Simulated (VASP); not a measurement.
GeCl5: relaxation of cell and atoms with PBE

GeCl5:

```
Ge Cl
1.0
     0.00000    4.05061    4.05061
     4.05061    0.00000    4.05061
     4.05061    4.05061    0.00000
Ge Cl
1 5
Direct
  0.00000 0.00000 0.00000
  0.37489 0.37489 0.87533
  0.37489 0.87533 0.37489
  0.87533 0.37489 0.37489
  0.37489 0.37489 0.37489
  0.75000 0.75000 0.75000
```

The cell was built from a structure type or drawn by symmetry, and may not be a known phase.

```
Program                : VASP 6.6.1
Task                   : relaxation of cell and atoms
Functional             : PBE
Potentials or basis    : VASP PAW PBE potentials, release 64 (Ge_d, Cl)
Cutoff                 : 600 eV
k mesh                 : 8 × 8 × 8
Occupations            : gaussian, width 0.1 eV
Spin                   : no spin polarisation
Dipole correction      : no
Further INCAR settings : ALGO = Normal; EDIFF = 1e-06; IBRION = 2; EDIFFG = -0.01; NSW = 100; ISIF = 3
```

```json
{
  "Relaxed volume": "22.22 Å³/atom",
  "Relaxed cell": "a = 5.734 Å, b = 5.734 Å, c = 5.734 Å, α = 60.00°, β = 60.00°, γ = 60.00°",
  "Space group after relaxing (to 0.1 Å)": "F-43m (No. 216)",
  "Energy gained by relaxing": "0.0 meV/atom",
  "Ionic steps": "2",
  "Pressure after relaxing": "0.1 GPa",
  "Largest force after relaxing": "0.006 eV/Å",
  "Band gap on the k mesh": "zero (an odd number of electrons rules out a gap without spin polarisation)"
}
```

Forces in eV/Å, atoms in the order of the input:
```
Ge   0.000  0.000  0.000
Cl  -0.003 -0.003  0.003
Cl  -0.003  0.003 -0.003
Cl   0.003 -0.003 -0.003
Cl   0.003  0.003  0.003
Cl   0.000  0.000  0.000
```

Step by step:
```
step  energy change (eV)  largest force (eV/Å)  pressure (GPa)  volume (Å³)
   1              0.0000                0.0145            0.14       132.92
   2             -0.0003                0.0055            0.07       133.29
```

Final structure:
```
CELL_PARAMETERS angstrom
0.00000 4.05441 4.05441
4.05441 0.00000 4.05441
4.05441 4.05441 0.00000
ATOMIC_POSITIONS crystal
Ge 0.00000 0.00000 0.00000
Cl 0.37494 0.37494 0.87518
Cl 0.37494 0.87518 0.37494
Cl 0.87518 0.37494 0.37494
Cl 0.37494 0.37494 0.37494
Cl 0.75000 0.75000 0.75000
```

Levels at points of the mesh, in eV from the Fermi level:
```csv
k point,band 21,band 22,band 23,band 24,band 25,band 26,band 27,band 28
"(0.00, 0.00, 0.00)",-0.23,-0.23,-0.23,0.24,0.24,0.24,2.16,2.16
"(0.50, 0.00, 0.00)",-1.08,-0.47,-0.47,-0.21,0.36,0.36,1.55,2.14
"(0.50, 0.50, 0.00)",-1.89,-0.63,-0.43,-0.43,0.21,0.21,1.54,1.93
```

Run time: 110 s on 1 thread of Intel(R) Xeon(R) 6975P-C (Granite Rapids) (shared host), peak memory 0.39 GiB.

Caveat: an odd number of electrons without spin polarisation forces a metal; a magnetic or distorted state may lie lower.
